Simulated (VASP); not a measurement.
Runs of VASP 6.6.1 on BP (pbesol). The structure is that of space group F-43m (No. 216), or close to it. The cells are those of the table. 

```csv
cell,smearing,gap on the mesh (eV),pressure (GPa)
"a = 3.175 Å, angles 60.0°, 2 atoms",gaussian 0.01 eV,1.09,3.7
"a = 3.228 Å, angles 60.0°, 2 atoms",gaussian 0.02 eV,1.15,(a)
"a = 3.196 Å, angles 60.0°, 2 atoms",gaussian 0.02 eV,(c),0.1
"a = 3.164 Å, angles 60.0°, 2 atoms",gaussian 0.02 eV,(b),5.6
"a = 3.131 Å, angles 60.0°, 2 atoms",gaussian 0.02 eV,1.03,11.9
```

Alike in all rows: task single point; level PBEsol; potentials or basis VASP PAW PBE potentials, release 64 (B, P); no spin polarisation; k mesh 10 × 10 × 10; cutoff (eV) 500.

Q: Fill in the values left out.

A: (a) -4.6; (b) 1.08; (c) 1.12.

Caveats: the PAW data sets were made with another functional, which shifts forces and pressure a little.

A k mesh can miss the band edges.
